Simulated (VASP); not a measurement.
# GePO4 (I-4) in VASP: a series of runs, part 2 of 2

VASP 6.6.1. The steps go on from the part before.

## Step 3: Single point, r2SCAN

POSCAR reads:

```
GePO4
1.0
    0.0000000000      4.6760950000      0.0000000000
    4.6760950000      0.0000000000      0.0000000000
    2.3380480000      2.3380480000     -3.5642380000
P Ge O
1 1 4
Direct
    0.0000000000      0.0000000000      0.0000000000
    0.7500000000      0.2500000000      0.5000000000
    0.4000000000      0.3000000000      0.7200000000
    0.7000000000      0.1200000000      0.2800000000
    0.8800000000      0.9800000000      0.7200000000
    0.0200000000      0.6000000000      0.2800000000
```

INCAR.step1 reads:

```
SYSTEM = GePO4
PREC = Accurate
ENCUT = 660
ISMEAR = 0
SIGMA = 0.001
LREAL = .False.
LASPH = .True.
NELM = 120
NBANDS = 30
GGA = PE
ALGO = Normal
EDIFF = 1E-5
LWAVE = .True.
LCHARG = .False.
GGA_COMPAT = .False.
```

INCAR.step2 reads:

```
SYSTEM = GePO4
PREC = Accurate
ENCUT = 660
EDIFF = 1E-6
ISMEAR = 0
SIGMA = 0.001
LREAL = .False.
LASPH = .True.
NELM = 120
ALGO = Normal
ISIF = 2
LWAVE = .False.
LCHARG = .False.
METAGGA = R2SCAN
LMIXTAU = .True.
NBANDS = 30
ISTART = 1
GGA_COMPAT = .False.
```

KPOINTS reads:

```
regular mesh
0
Gamma
  5 5 5
  0 0 0
```

Potentials or basis: VASP PAW PBE potentials, release 64 (P, Ge_d, O).

Run with:

```console
$ cat potpaw_PBE.64/P/POTCAR potpaw_PBE.64/Ge_d/POTCAR potpaw_PBE.64/O/POTCAR > POTCAR
$ cp INCAR.step1 INCAR
$ mpirun -np 1 vasp_std > vasp.out
$ cp INCAR.step2 INCAR
$ mpirun -np 1 vasp_std > vasp.out
```

OUTCAR:

```text
SYSTEM = GePO4
   PREC = Accurate
   ENCUT = 660
   EDIFF = 1E-6
   ISMEAR = 0
   LREAL = .False.
   LASPH = .True.
   NELM = 120
   ISIF = 2
   METAGGA = R2SCAN
   ISTART = 1

 ion  position               nearest neighbor table
   1  0.000  0.000  0.000-   3 1.74   6 1.74   4 1.74   5 1.74   2 2.94   2 2.94   2 2.94   2 2.94

   2  0.750  0.250  0.500-   6 1.56   3 1.56   5 1.56   4 1.56   1 2.94   1 2.94   1 2.94   1 2.94

   3  0.400  0.300  0.720-   2 1.56   1 1.74
   4  0.700  0.120  0.280-   2 1.56   1 1.74
[... 896 lines left out ...]
  -------------------------------------------------------------------------------------
  Total       22.0614347     22.0614347     15.7702490      0.0000165     -0.0000022     -0.0000022
  in kB      453.5351871    453.5351871    324.2020708      0.0003398     -0.0000455     -0.0000455
  external PRESSURE =     410.4241483 kB  Pullay stress =       0.0000000 kB

 VOLUME and BASIS-vectors are now :
 -----------------------------------------------------------------------------
  energy-cutoff  :      660.00
  volume of cell :       77.94
      direct lattice vectors                 reciprocal lattice vectors
     0.000000000  4.676095000  0.000000000     0.000000000  0.213853654  0.140282469
     4.676095000  0.000000000  0.000000000     0.213853654  0.000000000  0.140282469
     2.338048000  2.338048000 -3.564238000     0.000000000  0.000000000 -0.280564878

 POSITION                                       TOTAL-FORCE (eV/Angst)
 -----------------------------------------------------------------------------------
      0.00000      0.00000      0.00000         0.000000      0.000000      0.000000
      2.33805      4.67610     -1.78212         0.000000      0.000000      0.000000
      3.08622      3.55383     -2.56625         4.074936     -7.931187     -6.283816
      1.21578      3.92792     -0.99799        -7.931188     -4.074936      6.283816
      6.26597      5.79836     -2.56625        -4.074934      7.931188     -6.283816
      3.46031      0.74818     -0.99799         7.931187      4.074934      6.283816
 -----------------------------------------------------------------------------------
    total drift:                               -0.000238      0.000149     -0.000033

  FREE ENERGIE OF THE ION-ELECTRON SYSTEM (eV)
  ---------------------------------------------------
  free  energy   TOTEN  =       -51.0071567074 eV

  energy  without entropy=      -51.0071473915  energy(sigma->0) =      -51.00715205
```

OUTCAR.step1:

```text
SYSTEM = GePO4
   PREC = Accurate
   ENCUT = 660
   ISMEAR = 0
   LREAL = .False.
   LASPH = .True.
[... 926 lines left out ...]
      1.21578      3.92792     -0.99799        -7.873656     -4.331131      6.192654
      6.26597      5.79836     -2.56625        -4.331129      7.873656     -6.192654
      3.46031      0.74818     -0.99799         7.873654      4.331129      6.192654
 -----------------------------------------------------------------------------------
    total drift:                               -0.000044      0.000040     -0.000002

  FREE ENERGIE OF THE ION-ELECTRON SYSTEM (eV)
  ---------------------------------------------------
  free  energy   TOTEN  =       -33.3406160368 eV

  energy  without entropy=      -33.3406067209  energy(sigma->0) =      -33.34061138
```

It took 8.1 min on 1 thread of Intel Xeon 8259CL, shared host; peak memory 0.31 GiB.

Results:

```yaml
Free_energy: -51.0072 eV
Pressure: 41.0 GPa
Largest_force: 10.908 eV/Å
Band_gap_on_the_k_mesh: zero (an odd number of electrons rules out a gap without spin polarisation)
```

Forces on the atoms (eV/Å):
```
P    0.000  0.000  0.000
Ge   0.000  0.000  0.000
O    4.075 -7.931 -6.284
O   -7.931 -4.075  6.284
O   -4.075  7.931 -6.284
O    7.931  4.075  6.284
```

Stress tensor (GPa, compression positive):
```
45.35  0.00  0.00
 0.00 45.35  0.00
 0.00  0.00 32.42
```

Caveat: the cell stands under pressure; the PAW data sets were made with another functional, which shifts forces and pressure a little; an odd number of electrons without spin polarisation forces a metal; a magnetic or distorted state may lie lower.

## Step 4: Single point, r2SCAN, collinear spin, ferromagnetic start

POSCAR is that of step 3.

INCAR.step1 reads:

```
SYSTEM = GePO4
PREC = Accurate ; ENCUT = 660
ISMEAR = 0 ; SIGMA = 0.0471
LREAL = .FALSE. ; LASPH = .TRUE.
NELM = 200 ; ISPIN = 2
MAGMOM = 0.2 0.2 0.2 0.2 0.2 0.2 ; NBANDS = 34
GGA = PE ; ALGO = Normal
EDIFF = 1E-5 ; LWAVE = .TRUE.
LCHARG = .FALSE. ; GGA_COMPAT = .FALSE.
```

INCAR.step2 reads:

```
SYSTEM = GePO4
PREC = Accurate ; ENCUT = 660
EDIFF = 1E-6 ; ISMEAR = 0
SIGMA = 0.0471 ; LREAL = .FALSE.
LASPH = .TRUE. ; NELM = 200
ALGO = Normal ; ISIF = 2
LWAVE = .FALSE. ; LCHARG = .FALSE.
ISPIN = 2 ; MAGMOM = 0.2 0.2 0.2 0.2 0.2 0.2
LORBIT = 11 ; METAGGA = R2SCAN
LMIXTAU = .TRUE. ; NBANDS = 34
ISTART = 1 ; GGA_COMPAT = .FALSE.
```

KPOINTS reads:

```
Automatic mesh
0
G
  5 5 5
  0 0 0
```

Run with:

```console
$ cat potpaw_PBE.64/P/POTCAR potpaw_PBE.64/Ge_d/POTCAR potpaw_PBE.64/O/POTCAR > POTCAR
$ cp INCAR.step1 INCAR
$ mpirun -np 1 vasp_std > vasp.out
$ cp INCAR.step2 INCAR
$ mpirun -np 1 vasp_std > vasp.out
```

It took 14 min on 1 thread of Intel Xeon 8259CL, shared host; peak memory 0.4 GiB.

It converged, with:

| Quantity | Value |
| --- | --- |
| Free energy | -51.1296 eV |
| Pressure | 41.3 GPa |
| Largest force | 10.693 eV/Å |
| Net moment | 0.90 μB per cell |
| Site moments | P +0.24; Ge +0.04; O +0.12 μB |
| Valence electrons inside the program's atomic spheres | P 2.17; Ge 14.18; O 5.23 |

Forces on the atoms (eV/Å):
```
P    0.000  0.000  0.000
Ge   0.000  0.000  0.000
O    4.118 -7.706 -6.164
O   -7.706 -4.118  6.164
O   -4.118  7.706 -6.164
O    7.706  4.118  6.164
```

Stress tensor (GPa, compression positive):
```
45.60  0.00  0.00
 0.00 45.60  0.00
 0.00  0.00 32.73
```

Levels at points of the mesh, in eV from the Fermi level:
Spin up:
| k point | band 18 | band 19 | band 20 | band 21 | band 22 | band 23 | band 24 | band 25 | band 26 | band 27 |
| --- | --- | --- | --- | --- | --- | --- | --- | --- | --- | --- |
| (0.00, 0.00, 0.00) | -6.58 | -6.37 | -6.37 | -6.34 | -1.56 | 1.65 | 2.93 | 2.93 | 3.97 | 8.17 |
Spin down:
| k point | band 18 | band 19 | band 20 | band 21 | band 22 | band 23 | band 24 | band 25 |
| --- | --- | --- | --- | --- | --- | --- | --- | --- |
| (0.00, 0.00, 0.00) | -6.36 | -6.17 | -6.17 | -6.12 | -0.57 | 2.50 | 3.99 | 3.99 |

Caveat: the cell stands under pressure; the PAW data sets were made with another functional, which shifts forces and pressure a little.

## Step 5: Overview

```csv
spin,smearing,gap on the mesh (eV),pressure (GPa),largest force (eV/Å)
off,gaussian 0.0471 eV,none,41.0,10.92
off,gaussian 0.001 eV,none,41.0,10.91
"collinear, ferromagnetic start",gaussian 0.0471 eV,none,41.3,10.69
```

Alike in all rows: task single point; level r2SCAN; potentials or basis VASP PAW PBE potentials, release 64 (P, Ge_d, O); cell as given; k mesh 5 × 5 × 5; cutoff (eV) 660.

Caveats: the cell stands under pressure; the PAW data sets were made with another functional, which shifts forces and pressure a little; an odd number of electrons without spin polarisation forces a metal (at least some runs); a magnetic or distorted state may lie lower (at least some runs).

Total energies depend on the potentials used, so only differences within one code and one set of settings carry meaning.
